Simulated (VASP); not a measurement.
# SnO (P4/nmm) in VASP: a series of runs

The runs below take SnO through single point, with LDA.

Program: VASP 6.6.1. These are calculated values, not measurements. Logs are shortened: lines on timing, memory, paths and dates and some standing lists are left out, and cuts for length are marked.

**1. The cell of the first run**

The structure is tetragonal, space group P4/nmm (No. 129). The conventional cell has a = 3.767 Å, b = 3.767 Å, c = 4.841 Å, α = 90.00°, β = 90.00°, γ = 90.00°. Within 2.9 Å of Sn (site symmetry 4mm) lie 4 O at 2.23 Å. O (site symmetry -4m2) has 4 Sn at 2.23 Å and 4 O at 2.66 Å within 2.9 Å.

**2. Single point, LDA**

INCAR reads:

```
PREC = Accurate
ENCUT = 520
EDIFF = 1E-6
ISMEAR = 0
SIGMA = 0.15
LREAL = False
LASPH = True
NELM = 100
ALGO = Normal
ISIF = 2
LWAVE = False
LCHARG = True
LELF = True
LVHAR = True
NBANDS = 28
```

KPOINTS reads:

```
Automatic mesh
0
Gamma
  10 10 8
```

POSCAR reads:

```
SnO
1.0
    3.7668771934      0.0000000000      0.0000000000
    0.0000000000      3.7668771934      0.0000000000
    0.0000000000      0.0000000000      4.8415000000
Sn O
2 2
Direct
    0.0000000000      0.5000000000      0.2457459271
    0.5000000000      0.0000000000      0.7542540729
    0.0000000000      0.0000000000      0.0000000000
    0.5000000000      0.5000000000      0.0000000000
```

Potentials or basis: VASP PAW LDA potentials, release 64 (Sn_d, O).

Launch:

```
cat potpaw_LDA.64/Sn_d/POTCAR potpaw_LDA.64/O/POTCAR > POTCAR
mpirun -np 1 vasp_std > vasp.out
```

OUTCAR:

```text
PREC = Accurate
   ENCUT = 520
   EDIFF = 1E-6
   ISMEAR = 0
   LREAL = False
   LASPH = True
   NELM = 100
   ISIF = 2

 ion  position               nearest neighbor table
   1  0.000  0.500  0.246-   3 2.23   4 2.23   3 2.23   4 2.23   2 3.57   2 3.57   2 3.57   2 3.57
                             2 3.63   2 3.63   2 3.63   2 3.63
   2  0.500  0.000  0.754-   3 2.23   4 2.23   4 2.23   3 2.23   1 3.57   1 3.57   1 3.57   1 3.57
                             1 3.63   1 3.63   1 3.63   1 3.63
   3  0.000  0.000  0.000-   1 2.23   2 2.23   1 2.23   2 2.23
   4  0.500  0.500  0.000-   1 2.23   2 2.23   2 2.23   1 2.23

  LATTYP: Found a simple tetragonal cell.
 ALAT       =     3.7668771934
 C/A-ratio  =     1.2852821452

  Lattice vectors:

 A1 = (   3.7668771934,   0.0000000000,   0.0000000000)
 A2 = (   0.0000000000,   3.7668771934,   0.0000000000)
 A3 = (   0.0000000000,   0.0000000000,   4.8415000000)

Analysis of symmetry for initial positions (statically):
=====================================================================
 Subroutine PRICEL returns:
 Original cell was already a primitive cell.

 Routine SETGRP: Setting up the symmetry group for a
 simple tetragonal supercell.

 Subroutine GETGRP returns: Found 16 space group operations
 (whereof  8 operations were pure point group operations)
 out of a pool of 16 trial point group operations.

The static configuration has the point symmetry D_2d.
 The point group associated with its full space group is D_4h.

Analysis of symmetry for dynamics (positions and initial velocities):
=====================================================================
 Subroutine PRICEL returns:
 Original cell was already a primitive cell.

 Routine SETGRP: Setting up the symmetry group for a
 simple tetragonal supercell.

 Subroutine GETGRP returns: Found 16 space group operations
 (whereof  8 operations were pure point group operations)
 out of a pool of 16 trial point group operations.

The dynamic configuration has the point symmetry D_2d.
 The point group associated with its full space group is D_4h.

 Subroutine INISYM returns: Found 16 space group operations
 (whereof  8 operations are pure point group operations),
 and found     1 'primitive' translations

----------------------------------------------------------------------------------------

                                     Primitive cell

  volume of cell :      68.6978

  direct lattice vectors                    reciprocal lattice vectors
     3.766877193  0.000000000  0.000000000     0.265471888  0.000000000  0.000000000
     0.000000000  3.766877193  0.000000000     0.000000000  0.265471888  0.000000000
     0.000000000  0.000000000  4.841500000     0.000000000  0.000000000  0.206547558

  length of vectors
     3.766877193  3.766877193  4.841500000     0.265471888  0.265471888  0.206547558

  position of ions in fractional coordinates (direct lattice)
     0.000000000  0.500000000  0.245745927
     0.500000000  0.000000000  0.754254073
     0.000000000  0.000000000  0.000000000
     0.500000000  0.500000000  0.000000000

  ion indices of the primitive-cell ions
   primitive index   ion index
                 1           1
                 2           2
                 3           3
                 4           4

----------------------------------------------------------------------------------------

 KPOINTS: Automatic mesh

Automatic generation of k-mesh.
 Grid dimensions read from file:
 generate k-points for:   10   10    8

 Generating k-lattice:

  Cartesian coordinates                     Fractional coordinates (reciprocal lattice)
     0.026547189  0.000000000  0.000000000     0.100000000  0.000000000  0.000000000
     0.000000000  0.026547189  0.000000000     0.000000000  0.100000000  0.000000000
     0.000000000  0.000000000  0.025818445     0.000000000  0.000000000  0.125000000

  Length of vectors
     0.026547189  0.026547189  0.025818445

  Shift w.r.t. Gamma in fractional coordinates (k-lattice)
     0.000000000  0.000000000  0.000000000

 Subroutine IBZKPT returns following result:
 ===========================================

 Found    105 irreducible k-points:

 Following reciprocal coordinates:
            Coordinates               Weight
  0.000000  0.000000  0.000000      1.000000
  0.100000  0.000000  0.000000      4.000000
  0.200000  0.000000  0.000000      4.000000
  0.300000  0.000000  0.000000      4.000000
  0.400000  0.000000  0.000000      4.000000
  0.500000  0.000000  0.000000      2.000000
[... 16 lines left out ...]
  0.100000  0.000000  0.125000      8.000000
  0.200000  0.000000  0.125000      8.000000
 [... further k-points ...]
   k-points           NKPTS =    105   k-points in BZ     NKDIM =    105   number of bands    NBANDS=     28
   number of dos      NEDOS =    301   number of ions     NIONS =      4
   total plane-waves  NPLWV =  28224
   dimension x,y,z NGX =    28 NGY =   28 NGZ =   36
   dimension x,y,z NGXF=    56 NGYF=   56 NGZF=   72
   ions per type =               2   2
   NGX,Y,Z   is equivalent  to a cutoff of  12.36, 12.36, 12.36 a.u.
   NGXF,Y,Z  is equivalent  to a cutoff of  24.71, 24.71, 24.72 a.u.
 SYSTEM =  unknown system
   PREC   = accura    normal or accurate (medium, high low for compatibility)
   ISTART =      0    job   : 0-new  1-cont  2-samecut
   ICHARG =      2    charge: 1-file 2-atom 10-const
   ISPIN  =      1    spin polarized calculation?
   LNONCOLLINEAR =      F non collinear calculations
   LSORBIT =      F    spin-orbit coupling
   LASPH  =      T    aspherical Exc in radial PAW
   ENCUT  =  520.0 eV  38.22 Ry    6.18 a.u.   7.00  7.00  9.00*2*pi/ulx,y,z
   NELM   =    100;   NELMIN=  2; NELMDL= -5     # of ELM steps
   EDIFF  = 0.1E-05   stopping-criterion for ELM
   LREAL  =      F    real-space projection
   EDIFFG = 0.1E-04   stopping-criterion for IOM
   NSW    =      0    number of steps for IOM
   IBRION =     -1    ionic relax: 0-MD 1-quasi-New 2-CG
   NFREE  =      0    steps in history (QN), initial steepest desc. (CG)
   ISIF   =      2    stress and relaxation
   ISYM   =      2    0-nonsym 1-usesym 2-fastsym
   POTIM  = 0.5000    time-step for ionic-motion
   TEBEG  =    0.0;   TEEND  =   0.0 temperature during run
   PSTRESS=    0.0 pullay stress
   NELECT =      40.0000    total number of electrons
   NUPDOWN=      -1.0000    fix difference up-down
   EMIN   =  10.00;   EMAX   =-10.00  energy-range for DOS
   EFERMI =   0.00;   METHOD = LEGACY
   ISMEAR =     0;   SIGMA  =   0.15  broadening in eV -4-tet -1-fermi 0-gaus
   EFERMI_NEDOS =   21; number of points for ismear=-14 and -15
   IALGO  =     38    algorithm
   IMIX   =      4    mixing-type and parameters
     AMIX     =   0.40;   BMIX     =  1.00
     AMIX_MAG =   1.60;   BMIX_MAG =  1.00
  volume/ion in A,a.u.               =      17.17       115.90
  Fermi-wavevector in a.u.,A,eV,Ry     =   1.367038  2.583327 25.426466  1.868793
  Thomas-Fermi vector in A             =   2.493126
   LORBIT       =      0    0 simple, 1 ext, 2 COOP (PROOUT), +10 PAW based schemes
   GGA     = CA    functional components
   LHFCALC =     F    Hartree Fock is set to
   AEXX    =    0.0000 exact exchange contribution
   IVDW    =     0    specifies the selected vdW correction
   LEPSILON=     F    determine dielectric tensor
   LRPA    =     F    only Hartree local field effects (RPA)
 non-spin polarized calculation
 Gauss-broadening in eV      SIGMA  =   0.15
  energy-cutoff  :      520.00
  volume of cell :       68.70
 maximum number of plane-waves:      1876
   NGX = 15   NGY = 15   NGZ = 19

 number of electron      40.0000004 magnetization

 Free energy of the ion-electron system (eV)
  ---------------------------------------------------
  ext. energy  EPLUGINS =         0.00000000
  ---------------------------------------------------
  free energy    TOTEN  =       -25.69967432 eV

  energy without entropy =      -25.69747017  energy(sigma->0) =      -25.69857225

 E-fermi :   7.1779     XC(G=0): -10.7855

 val. band max:        7.1620467578   @ k =   0.1000   0.0000   0.0000
 cond. band min:       7.1789058786   @ k =   0.0000   0.0000   0.0000
 fundamental gap:      0.0168591208
 Fermi energy:         7.1779466261

 k-point     1 :       0.0000    0.0000    0.0000
  band No.  band energies     occupation
      1     -14.7941      2.00000
      2     -14.4032      2.00000
      3     -14.3966      2.00000
      4     -14.3966      2.00000
      5     -14.3474      2.00000
      6     -14.3386      2.00000
[... 20 lines left out ...]
     27      13.6625      0.00000
     28      14.0988      0.00000

 k-point     2 :       0.1000    0.0000    0.0000
  band No.  band energies     occupation
      1     -14.7887      2.00000
      2     -14.4006      2.00000
      3     -14.3955      2.00000
      4     -14.3935      2.00000
      5     -14.3481      2.00000
      6     -14.3345      2.00000
[... 20 lines left out ...]
     27      13.8343      0.00000
     28      14.9495      0.00000

 k-point     3 :       0.2000    0.0000    0.0000
  band No.  band energies     occupation
      1     -14.7735      2.00000
      2     -14.4235      2.00000
      3     -14.3916      2.00000
      4     -14.3849      2.00000
      5     -14.3645      2.00000
      6     -14.3498      2.00000
[... 20 lines left out ...]
     27      14.0332      0.00000
     28      16.6136      0.00000

 k-point     4 :       0.3000    0.0000    0.0000
  band No.  band energies     occupation
      1     -14.7500      2.00000
      2     -14.5141      2.00000
      3     -14.3843      2.00000
      4     -14.3724      2.00000
      5     -14.3639      2.00000
      6     -14.3513      2.00000
[... 578 lines left out ...]
     27      13.6070      0.00000
     28      14.2161      0.00000

 k-point    23 :       0.1000    0.0000    0.1250
  band No.  band energies     occupation
      1     -14.7859      2.00000
      2     -14.4050      2.00000
      3     -14.3909      2.00000
      4     -14.3905      2.00000
      5     -14.3454      2.00000
      6     -14.3320      2.00000
[... 20 lines left out ...]
     27      13.8455      0.00000
     28      15.0070      0.00000

 k-point    24 :       0.2000    0.0000    0.1250
  band No.  band energies     occupation
      1     -14.7717      2.00000
      2     -14.4322      2.00000
      3     -14.3855      2.00000
      4     -14.3848      2.00000
      5     -14.3656      2.00000
      6     -14.3453      2.00000
[... 20 lines left out ...]
     27      14.1564      0.00000
     28      16.5908      0.00000

 [... further k-points ...]

------------------------ aborting loop because EDIFF is reached ----------------------------------------

  FORCE on cell =-STRESS in cart. coord.  units (eV):
  Direction    XX          YY          ZZ          XY          YZ          ZX
  --------------------------------------------------------------------------------------
  -------------------------------------------------------------------------------------
  Total       -0.9437404     -0.9437404     -1.9946507      0.0000000     -0.0000000      0.0000000
  in kB      -22.0100124    -22.0100124    -46.5194508      0.0000000     -0.0000000      0.0000000
  external PRESSURE =     -30.1798252 kB  Pullay stress =       0.0000000 kB

 VOLUME and BASIS-vectors are now :
 -----------------------------------------------------------------------------
  energy-cutoff  :      520.00
  volume of cell :       68.70
      direct lattice vectors                 reciprocal lattice vectors
     3.766877193  0.000000000  0.000000000     0.265471888  0.000000000  0.000000000
     0.000000000  3.766877193  0.000000000     0.000000000  0.265471888  0.000000000
     0.000000000  0.000000000  4.841500000     0.000000000  0.000000000  0.206547558

 POSITION                                       TOTAL-FORCE (eV/Angst)
 -----------------------------------------------------------------------------------
      0.00000      1.88344      1.18978         0.000000      0.000000     -0.621253
      1.88344      0.00000      3.65172        -0.000000      0.000000      0.621253
      0.00000      0.00000      0.00000         0.000000     -0.000000      0.000000
      1.88344      1.88344      0.00000         0.000000      0.000000      0.000000
 -----------------------------------------------------------------------------------
    total drift:                                0.000000      0.000000     -0.000000

  FREE ENERGIE OF THE ION-ELECTRON SYSTEM (eV)
  ---------------------------------------------------
  free  energy   TOTEN  =       -25.6996743232 eV

  energy  without entropy=      -25.6974701675  energy(sigma->0) =      -25.69857225
```

It took 66 s on 1 thread of Intel Xeon 6975P-C (Granite Rapids), shared host; peak memory 0.26 GiB.

What came out:

```yaml
Free_energy: -25.6997 eV
Pressure: -3.0 GPa
Largest_force: 0.621 eV/Å
Band_gap_on_the_k_mesh: zero (bands 20 and 21 overlap by 0.27 eV)
```

Forces in eV/Å, atoms in the order of the input:
```
Sn   0.000  0.000 -0.621
Sn   0.000  0.000  0.621
O    0.000  0.000  0.000
O    0.000  0.000  0.000
```

Caveat: the cell stands under tension; semilocal functionals underestimate gaps, and a narrow one can read as zero; spin-orbit coupling is left out, which moves the levels of the heavy elements.

**3. Single point, LDA**

This run uses another cell than the first one, of 17.29 Å³/atom.

INCAR reads:

```
SYSTEM = SnO
PREC = Accurate
ENCUT = 520
EDIFF = 1E-6
ISMEAR = 0
SIGMA = 0.15
LREAL = .FALSE.
LASPH = .TRUE.
NELM = 60
ALGO = Normal
ISIF = 2
LWAVE = .FALSE.
LCHARG = .FALSE.
GGA = CA
NBANDS = 28
```

KPOINTS reads:

```
regular mesh
0
G
  10 10 8
  0 0 0
```

POSCAR reads:

```
SnO
1.0
    3.8548000000      0.0000000000      0.0000000000
    0.0000000000      3.8548000000      0.0000000000
    0.0000000000      0.0000000000      4.6553197995
Sn O
2 2
Direct
    0.0000000000      0.5000000000      0.2457459271
    0.5000000000      0.0000000000      0.7542540729
    0.0000000000      0.0000000000      0.0000000000
    0.5000000000      0.5000000000      0.0000000000
```

Potentials or basis: VASP PAW LDA potentials, release 64 (Sn_d, O).

Launch:

```
cat potpaw_LDA.64/Sn_d/POTCAR potpaw_LDA.64/O/POTCAR > POTCAR
mpirun -np 1 vasp_std > vasp.out
```

It took 78 s on 1 thread of Intel Xeon 6975P-C (Granite Rapids), shared host; peak memory 0.27 GiB.

Results (log left out):

```
Free energy            : -25.6847 eV
Pressure               : -4.4 GPa
Largest force          : 0.391 eV/Å
Band gap on the k mesh : 0.07 eV (least direct gap 1.76 eV)
```

Forces in eV/Å, atoms in the order of the input:
```
Sn   0.000  0.000 -0.391
Sn   0.000  0.000  0.391
O    0.000  0.000  0.000
O    0.000  0.000  0.000
```

Stress tensor (GPa, compression positive):
```
-5.35  0.00  0.00
 0.00 -5.35  0.00
 0.00  0.00 -2.58
```

Levels at points of the mesh, in eV from the valence-band top:
| k point | band 18 | band 19 | band 20 | band 21 | band 22 | band 23 |
| --- | --- | --- | --- | --- | --- | --- |
| (0.00, 0.00, 0.00) | -2.99 | -2.99 | -0.05 | 2.21 | 4.56 | 4.56 |
| (0.50, 0.00, 0.00) | -4.65 | -2.52 | -2.52 | 3.42 | 3.42 | 5.80 |
| (0.50, 0.50, 0.00) | -2.33 | -1.70 | -1.70 | 0.07 | 0.07 | 4.68 |
| (0.00, 0.00, 0.50) | -3.01 | -2.81 | -1.81 | 1.52 | 2.76 | 2.76 |
| (0.50, 0.00, 0.50) | -4.59 | -1.50 | -1.50 | 2.86 | 2.86 | 5.22 |
| (0.50, 0.50, 0.50) | -2.69 | -2.33 | -2.33 | 2.52 | 2.52 | 4.43 |

Caveat: the cell stands under tension; the smearing spreads over this small gap; semilocal functionals underestimate gaps, and a narrow one can read as zero; spin-orbit coupling is left out, which moves the levels of the heavy elements.

**4. Single point, LDA**

This run uses another cell than the first one, of 17.64 Å³/atom.

INCAR: that of step 3 with these lines changed.

```diff
@@ -8,3 +8,3 @@
 LASPH = .TRUE.
-NELM = 60
+NELM = 80
 ALGO = Normal
@@ -13,3 +13,2 @@
 LCHARG = .FALSE.
-GGA = CA
 NBANDS = 28
```

KPOINTS is that of step 3.

POSCAR reads:

```
SnO
1.0
    3.6790000000      0.0000000000      0.0000000000
    0.0000000000      3.6790000000      0.0000000000
    0.0000000000      0.0000000000      5.2140000000
Sn O
2 2
Direct
    0.0000000000      0.5000000000      0.2457459271
    0.5000000000      0.0000000000      0.7542540729
    0.0000000000      0.0000000000      0.0000000000
    0.5000000000      0.5000000000      0.0000000000
```

Launch:

```
cat potpaw_LDA.64/Sn_d/POTCAR potpaw_LDA.64/O/POTCAR > POTCAR
mpirun -np 1 vasp_std > vasp.out
```

It took 70 s on 1 thread of Intel Xeon 6975P-C (Granite Rapids), shared host; peak memory 0.27 GiB.

It converged, with:

```
Free energy            : -25.4614 eV
Pressure               : -4.4 GPa
Largest force          : 1.757 eV/Å
Band gap on the k mesh : zero (bands 20 and 21 overlap by 0.45 eV)
```

Forces on the atoms (eV/Å):
```
Sn   0.000  0.000 -1.757
Sn   0.000  0.000  1.757
O    0.000  0.000  0.000
O    0.000  0.000  0.000
```

Stress tensor (GPa, compression positive):
```
 -0.51   0.00   0.00
  0.00  -0.51   0.00
  0.00   0.00 -12.25
```

Levels at points of the mesh, in eV from the Fermi level:
| k point | band 18 | band 19 | band 20 | band 21 | band 22 | band 23 |
| --- | --- | --- | --- | --- | --- | --- |
| (0.00, 0.00, 0.00) | -2.49 | -2.49 | 0.14 | 2.41 | 4.20 | 4.58 |
| (0.50, 0.00, 0.00) | -4.34 | -3.06 | -3.06 | 2.60 | 2.60 | 5.89 |
| (0.50, 0.50, 0.00) | -2.26 | -1.85 | -1.85 | -0.30 | -0.30 | 3.76 |
| (0.00, 0.00, 0.50) | -3.00 | -2.51 | -2.51 | 2.48 | 2.97 | 2.97 |
| (0.50, 0.00, 0.50) | -4.32 | -2.08 | -2.08 | 1.89 | 1.89 | 5.54 |
| (0.50, 0.50, 0.50) | -2.84 | -1.85 | -1.85 | 1.84 | 1.84 | 3.21 |

Caveat: the stress differs along the axes, from -12 to -1 GPa; semilocal functionals underestimate gaps, and a narrow one can read as zero; spin-orbit coupling is left out, which moves the levels of the heavy elements; forces of over 1 eV/Å act on the atoms, so gaps and moduli don't describe the material at rest.

(Part 1 of 2 ends here.)

The gap in the log of VASP goes by the Fermi energy; the results here count the filled bands.